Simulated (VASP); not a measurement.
# LaIn (Pm-3m) in VASP: a series of runs

Runs on LaIn. Level: LDA. Tasks: single point.

All numbers are computed with VASP 6.6.1; they aren't measurements. Logs are shortened: lines on timing, memory, paths and dates and some standing lists are left out, and cuts for length are marked.

**1. The cell of the first run**

Symmetry: Pm-3m, No. 221, cubic system. The conventional cell has a = 3.746 Å, b = 3.746 Å, c = 3.746 Å, α = 90.00°, β = 90.00°, γ = 90.00°. Within 4.3 Å of La (site symmetry m-3m) lie 8 In at 3.24 Å and 6 La at 3.75 Å. In (site symmetry m-3m) has 8 La at 3.24 Å and 6 In at 3.75 Å within 4.3 Å.

**2. Single point, LDA (26.27 Å³/atom)**

INCAR reads:

```
SYSTEM = LaIn
PREC = Accurate
ENCUT = 520
EDIFF = 1E-6
ISMEAR = -1
SIGMA = 0.05
LREAL = .False.
LASPH = .True.
NELM = 80
ALGO = Normal
ISIF = 2
LWAVE = .False.
LCHARG = .True.
GGA = CA
LELF = .True.
LVHAR = .True.
NBANDS = 19
```

KPOINTS reads:

```
regular mesh
0
Gamma
  9 9 9
  0 0 0
```

POSCAR reads:

```
LaIn
1.0
    3.7455717768      0.0000000000      0.0000000000
    0.0000000000      3.7455717768      0.0000000000
    0.0000000000      0.0000000000      3.7455717768
La In
1 1
Direct
    0.5000000000      0.5000000000      0.5000000000
    0.0000000000      0.0000000000      0.0000000000
```

Potentials or basis: VASP PAW LDA potentials, release 64 (La, In_d).

On the command line:

```console
cat potpaw_LDA.64/La/POTCAR potpaw_LDA.64/In_d/POTCAR > POTCAR
mpirun -np 1 vasp_std > vasp.out
```

OUTCAR:

```text
SYSTEM = LaIn
   PREC = Accurate
   ENCUT = 520
   EDIFF = 1E-6
   ISMEAR = -1
   LREAL = .False.
   LASPH = .True.
   NELM = 80
   ISIF = 2
   GGA = CA

 ion  position               nearest neighbor table
   1  0.500  0.500  0.500-   2 3.24   2 3.24   2 3.24   2 3.24   2 3.24   2 3.24   2 3.24   2 3.24

   2  0.000  0.000  0.000-   1 3.24   1 3.24   1 3.24   1 3.24   1 3.24   1 3.24   1 3.24   1 3.24

  LATTYP: Found a simple cubic cell.
 ALAT       =     3.7455717768

  Lattice vectors:

 A1 = (   3.7455717768,   0.0000000000,   0.0000000000)
 A2 = (   0.0000000000,   3.7455717768,   0.0000000000)
 A3 = (   0.0000000000,   0.0000000000,   3.7455717768)

Analysis of symmetry for initial positions (statically):
=====================================================================
 Subroutine PRICEL returns:
 Original cell was already a primitive cell.

 Routine SETGRP: Setting up the symmetry group for a
 simple cubic supercell.

 Subroutine GETGRP returns: Found 48 space group operations
 (whereof 48 operations were pure point group operations)
 out of a pool of 48 trial point group operations.

The static configuration has the point symmetry O_h .

Analysis of symmetry for dynamics (positions and initial velocities):
=====================================================================
 Subroutine PRICEL returns:
 Original cell was already a primitive cell.

 Routine SETGRP: Setting up the symmetry group for a
 simple cubic supercell.

 Subroutine GETGRP returns: Found 48 space group operations
 (whereof 48 operations were pure point group operations)
 out of a pool of 48 trial point group operations.

The dynamic configuration has the point symmetry O_h .

 Subroutine INISYM returns: Found 48 space group operations
 (whereof 48 operations are pure point group operations),
 and found     1 'primitive' translations

----------------------------------------------------------------------------------------

                                     Primitive cell

  volume of cell :      52.5478

  direct lattice vectors                    reciprocal lattice vectors
     3.745571777  0.000000000  0.000000000     0.266981935  0.000000000  0.000000000
     0.000000000  3.745571777  0.000000000     0.000000000  0.266981935  0.000000000
     0.000000000  0.000000000  3.745571777     0.000000000  0.000000000  0.266981935

[... 71 lines left out ...]
   NGX,Y,Z   is equivalent  to a cutoff of  12.43, 12.43, 12.43 a.u.
   NGXF,Y,Z  is equivalent  to a cutoff of  24.86, 24.86, 24.86 a.u.
 SYSTEM =  LaIn
   PREC   = accura    normal or accurate (medium, high low for compatibility)
   ISTART =      0    job   : 0-new  1-cont  2-samecut
   ICHARG =      2    charge: 1-file 2-atom 10-const
   ISPIN  =      1    spin polarized calculation?
   LNONCOLLINEAR =      F non collinear calculations
   LSORBIT =      F    spin-orbit coupling
   LASPH  =      T    aspherical Exc in radial PAW
   ENCUT  =  520.0 eV  38.22 Ry    6.18 a.u.   6.96  6.96  6.96*2*pi/ulx,y,z
   NELM   =     80;   NELMIN=  2; NELMDL= -5     # of ELM steps
   EDIFF  = 0.1E-05   stopping-criterion for ELM
   LREAL  =      F    real-space projection
[... 7 lines left out ...]
   TEBEG  =    0.0;   TEEND  =   0.0 temperature during run
   PSTRESS=    0.0 pullay stress
   NELECT =      24.0000    total number of electrons
   NUPDOWN=      -1.0000    fix difference up-down
   EMIN   =  10.00;   EMAX   =-10.00  energy-range for DOS
   EFERMI =   0.00;   METHOD = LEGACY
   ISMEAR =    -1;   SIGMA  =   0.05  broadening in eV -4-tet -1-fermi 0-gaus
   EFERMI_NEDOS =   21; number of points for ismear=-14 and -15
   IALGO  =     38    algorithm
   IMIX   =      4    mixing-type and parameters
     AMIX     =   0.40;   BMIX     =  1.00
     AMIX_MAG =   1.60;   BMIX_MAG =  1.00
  volume/ion in A,a.u.               =      26.27       177.30
  Fermi-wavevector in a.u.,A,eV,Ry     =   1.260745  2.382462 21.626147  1.589477
  Thomas-Fermi vector in A             =   2.394239
   LORBIT       =      0    0 simple, 1 ext, 2 COOP (PROOUT), +10 PAW based schemes
   GGA     = CA    functional components
   LHFCALC =     F    Hartree Fock is set to
   AEXX    =    0.0000 exact exchange contribution
   IVDW    =     0    specifies the selected vdW correction
   LEPSILON=     F    determine dielectric tensor
   LRPA    =     F    only Hartree local field effects (RPA)
 non-spin polarized calculation
  energy-cutoff  :      520.00
  volume of cell :       52.55
 maximum number of plane-waves:      1428
 NGX is ok and might be reduce to    28
   NGX = 13   NGY = 13   NGZ = 13

 number of electron      24.0000002 magnetization

 Free energy of the ion-electron system (eV)
  ---------------------------------------------------
  ext. energy  EPLUGINS =         0.00000000
  ---------------------------------------------------
  free energy    TOTEN  =        -9.79402678 eV

  energy without entropy =       -9.78455776  energy(sigma->0) =       -9.78929227

 E-fermi :   9.3884     XC(G=0): -10.9199

 val. band max:        9.3803373154   @ k =   0.4444   0.2222   0.0000
 cond. band min:       9.4259310082   @ k =   0.4444   0.1111   0.0000
 fundamental gap:      0.0455936927
 Fermi energy:         9.3883984404

 k-point     1 :       0.0000    0.0000    0.0000
  band No.  band energies     occupation
      1     -23.0389      2.00000
      2      -6.5078      2.00000
      3      -6.5078      2.00000
      4      -6.5078      2.00000
      5      -4.8610      2.00000
      6      -4.8610      2.00000
[... 505 lines left out ...]
      6      -4.7958      2.00000
[... 11 lines left out ...]
     18      11.6592      0.00000
     19      11.7908      0.00000

 [... further k-points ...]

------------------------ aborting loop because EDIFF is reached ----------------------------------------

  FORCE on cell =-STRESS in cart. coord.  units (eV):
  Direction    XX          YY          ZZ          XY          YZ          ZX
  --------------------------------------------------------------------------------------
  -------------------------------------------------------------------------------------
  Total        1.9342412      1.9342412      1.9342412     -0.0000000     -0.0000000      0.0000000
  in kB       58.9748500     58.9748500     58.9748500     -0.0000000     -0.0000000      0.0000000
  external PRESSURE =      58.9748500 kB  Pullay stress =       0.0000000 kB

 VOLUME and BASIS-vectors are now :
 -----------------------------------------------------------------------------
  energy-cutoff  :      520.00
  volume of cell :       52.55
      direct lattice vectors                 reciprocal lattice vectors
     3.745571777  0.000000000  0.000000000     0.266981935  0.000000000  0.000000000
     0.000000000  3.745571777  0.000000000     0.000000000  0.266981935  0.000000000
     0.000000000  0.000000000  3.745571777     0.000000000  0.000000000  0.266981935

 POSITION                                       TOTAL-FORCE (eV/Angst)
 -----------------------------------------------------------------------------------
      1.87279      1.87279      1.87279         0.000000      0.000000      0.000000
      0.00000      0.00000      0.00000         0.000000      0.000000      0.000000
 -----------------------------------------------------------------------------------
    total drift:                               -0.000000      0.000000      0.000000

  FREE ENERGIE OF THE ION-ELECTRON SYSTEM (eV)
  ---------------------------------------------------
  free  energy   TOTEN  =        -9.7940267778 eV

  energy  without entropy=       -9.7845577588  energy(sigma->0) =       -9.78929227
```

OSZICAR:

```text
N       E                     dE             d eps       ncg     rms          rms(c)
DAV:   1     0.218022779436E+03    0.21802E+03   -0.98381E+03  1394   0.193E+03
DAV:   2     0.190639690753E+02   -0.19896E+03   -0.19049E+03  1482   0.321E+02
DAV:   3    -0.767542618779E+01   -0.26739E+02   -0.25669E+02  1730   0.142E+02
DAV:   4    -0.987787143554E+01   -0.22024E+01   -0.21217E+01  2566   0.331E+01
DAV:   5    -0.998178903148E+01   -0.10392E+00   -0.10374E+00  1920   0.555E+00    0.501E+00
DAV:   6    -0.983071210561E+01    0.15108E+00   -0.59579E-01  2496   0.104E+01    0.210E+00
DAV:   7    -0.980079513316E+01    0.29917E-01   -0.50418E-02  2166   0.300E+00    0.815E-01
DAV:   8    -0.979400459297E+01    0.67905E-02   -0.96337E-03  2304   0.110E+00    0.129E-01
DAV:   9    -0.979403116428E+01   -0.26571E-04   -0.62046E-04  2104   0.241E-01    0.630E-02
DAV:  10    -0.979402584699E+01    0.53173E-05   -0.60398E-05  2477   0.801E-02    0.159E-02
DAV:  11    -0.979402684947E+01   -0.10025E-05   -0.34511E-06  1907   0.156E-02    0.263E-03
DAV:  12    -0.979402677783E+01    0.71641E-07   -0.39665E-07  1084   0.122E-02
   1 F= -.97940268E+01 E0= -.97892923E+01  d E =-.946902E-02
```

Wall time 22 s (1 thread of Intel Xeon Platinum 8488C (Sapphire Rapids), shared host); peak memory 0.18 GiB.

What came out:

- Free energy: -9.7940 eV
- Pressure: 5.9 GPa
- Band gap on the k mesh: zero (bands 12 and 13 overlap by 1.85 eV)

Levels at points of the mesh, in eV from the Fermi level:
```tsv
k point	band 9	band 10	band 11	band 12	band 13	band 14	band 15	band 16
(0.00, 0.00, 0.00)	-14.16	-7.42	-0.59	-0.59	1.67	1.67	1.67	2.01
```

Caveat: the cell stands under pressure; spin-orbit coupling is left out, which moves the levels of the heavy elements.

(Part 1 of 2 ends here.)

The gap in the log of VASP goes by the Fermi energy; the results here count the filled bands.